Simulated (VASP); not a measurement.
Runs of VASP 6.6.1 on Ir. The structure is that of space group P6_3/mmc (No. 194), or close to it. The cells are those of the table. This isn't the form of Ir at room conditions, which is fcc.

| cell | gap on the mesh (eV) | pressure (GPa) |
| --- | --- | --- |
| a = 2.730, b = 2.730, c = 4.420 Å, angles 90.0, 90.0, 120.0°, 2 atoms | none | -2.2 |
| a = 2.729, b = 2.729, c = 4.421 Å, angles 90.0, 90.0, 120.0°, 2 atoms | none | -2.2 |
| a = 2.750, b = 2.750, c = 4.452 Å, angles 90.0, 90.0, 120.0°, 2 atoms | none | (a) |
| a = 2.702, b = 2.702, c = 4.373 Å, angles 90.0, 90.0, 120.0°, 2 atoms | none | 10.5 |

Alike in all rows: task single point; level r2SCAN; potentials or basis VASP PAW PBE potentials, release 64 (Ir_sv_GW); no spin polarisation; k mesh 18 × 18 × 10; cutoff (eV) 550; smearing gaussian 0.05 eV.

Problem. Estimate the missing entries.

Solution. (a) -9.9.

Caveats: the PAW data sets were made with another functional, which shifts forces and pressure a little; spin-orbit coupling is left out, which moves the levels of the heavy elements; the cell stands under tension (at least some runs); the cell stands under pressure (at least some runs).

A k mesh can miss the band edges, and the runs leave out spin-orbit coupling on Ir.

A gap of «none» marks levels without a gap at the run's occupations.
